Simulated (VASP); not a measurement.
Input of a VASP 6.6.1 run:

File INCAR:

```
SYSTEM = Li
PREC     = Accurate       ! precision mode
ENCUT    = 520            ! plane-wave cutoff, eV
EDIFF    = 1E-6           ! SCF threshold, eV
ISMEAR   = -1             ! smearing method
SIGMA    = 0.05           ! smearing width, eV
LREAL    = .False.        ! projectors in reciprocal space
LASPH    = .True.         ! aspherical terms in the spheres
NELM     = 60             ! most SCF steps
ALGO     = Normal         ! electronic algorithm
ISIF     = 2              ! what is computed and relaxed
LWAVE    = .False.        ! write WAVECAR
LCHARG   = .False.        ! write CHGCAR
GGA      = PE             ! functional
NBANDS   = 12             ! bands
```

KPOINTS

```
regular mesh
0
Gamma
  12 12 12
  0 0 0
```

The input POSCAR:

```
Li
1.0
    1.5815089450      0.9130846151      7.5883000000
   -1.5815089450      0.9130846151      7.5883000000
    0.0000000000     -1.8261692303      7.5883000000
Li
3
Direct
    0.0000000000      0.0000000000      0.0000000000
    0.2220000000      0.2220000000      0.2220000000
    0.7780000000      0.7780000000      0.7780000000
```

Potentials or basis: VASP PAW PBE potentials, release 64 (Li_sv).

Command:

```sh
$ cat potpaw_PBE.64/Li_sv/POTCAR > POTCAR
$ mpirun -np 1 vasp_std > vasp.out
```

**Question.** Predict the largest force.

**Answer.** 0.009 eV/Å.

**Question.** Predict the band gap on the k mesh.

**Answer.** Zero (an odd number of electrons rules out a gap without spin polarisation).

Forces on the atoms (eV/Å):
```
Li   0.000  0.000  0.000
Li   0.000  0.000  0.009
Li   0.000  0.000 -0.009
```

Caveat: the cell differs from its parent crystal (equal xx and yy strain of +2 %).
